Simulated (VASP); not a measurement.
LaS: single point with LDA

Crystal: LaS.

```xyz
2
Lattice="0.0000 2.9270 2.9270 2.9270 0.0000 2.9270 2.9270 2.9270 0.0000" Properties=species:S:1:pos:R:3 pbc="T T T"
La    0.0000    0.0000    0.0000
S     2.9270    2.9270    2.9270
```

```
Program             : VASP 6.6.1
Task                : single point
Functional          : LDA
Potentials or basis : VASP PAW LDA potentials, release 64 (La, S)
Cutoff              : 520 eV
k mesh              : 8 × 8 × 8
Occupations         : methfessel-paxton, width 0.15 eV
Spin                : no spin polarisation
```

* Pressure: -3.8 GPa

Levels at points of the mesh, in eV from the Fermi level:
```tsv
k point	band 5	band 6	band 7	band 8	band 9	band 10	band 11	band 12
(0.00, 0.00, 0.00)	-13.75	-3.18	-3.18	-3.18	0.21	0.21	0.21	1.20
(0.50, 0.00, 0.00)	-12.21	-5.70	-4.67	-4.67	1.08	1.43	1.43	1.77
(0.50, 0.50, 0.00)	-13.64	-3.57	-3.22	-3.22	-1.85	1.61	1.61	1.74
```

Run time: 7.9 s on 1 thread of Intel(R) Xeon(R) 6975P-C (Granite Rapids), with other jobs on the host, peak memory 0.17 GiB.

Caveat: spin-orbit coupling is left out, which moves the levels of the heavy elements.
